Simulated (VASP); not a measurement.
Runs of VASP 6.6.1 on CsI. Symmetry: Pm-3m, No. 221, cubic system. Conventional cell: a = 4.608 Å, b = 4.608 Å, c = 4.608 Å, α = 90.00°, β = 90.00°, γ = 90.00°. Cs (site symmetry m-3m) has 8 I at 3.99 Å and 6 Cs at 4.61 Å within 5.2 Å. Within 5.2 Å of I (site symmetry m-3m) lie 8 Cs at 3.99 Å and 6 I at 4.61 Å. 

```csv
level,potentials or basis,k mesh,cutoff (eV),smearing,grid for exact exchange (PRECFOCK),share of exact exchange,screening parameter,gap on the mesh (eV),pressure (GPa)
PBE0,"VASP PAW PBE potentials, release 64 (Cs_sv, I)",4 × 4 × 4,400,gaussian 0.01 eV,Normal,-,-,5.47,0.1
LDA,"VASP PAW LDA potentials, release 64 (Cs_sv, I)",4 × 4 × 4,500,gaussian 0.01 eV,-,-,-,(a),-1.6
PBE,"VASP PAW PBE potentials, release 64 (Cs_sv, I)",2 × 2 × 2,500,gaussian 0.01 eV,-,-,-,3.73,(b)
PBE,"VASP PAW PBE potentials, release 64 (Cs_sv, I)",5 × 5 × 5,500,gaussian 0.01 eV,-,-,-,3.83,0.4
PBE,"VASP PAW PBE potentials, release 64 (Cs_sv, I)",4 × 4 × 4,500,gaussian 0.01 eV,-,-,-,3.79,0.5
PBE,"VASP PAW PBE potentials, release 64 (Cs_sv, I)",4 × 4 × 4,500,tetrahedron,-,-,-,3.79,0.5
PBE,"VASP PAW PBE potentials, release 64 (Cs_sv, I)",4 × 4 × 4,500,methfessel-paxton 0.5 eV,-,-,-,3.79,0.4
PBE-based screened hybrid,"VASP PAW PBE potentials, release 64 (Cs_sv, I)",4 × 4 × 4,400,gaussian 0.01 eV,Normal,0.5,0.3 1/Å,5.38,(c)
```

Alike in all rows: task single point; no spin polarisation; cell as given.

Question: Estimate the missing entries.

Answer: (a) 3.45; (b) 1.3; (c) 0.0.

Caveats: some runs use coarse meshes; spin-orbit coupling is left out, which moves the levels of the heavy elements; the PAW data sets were made with another functional, which shifts forces and pressure a little (some runs).

A k mesh can miss the band edges, and the runs leave out spin-orbit coupling on Cs, I.
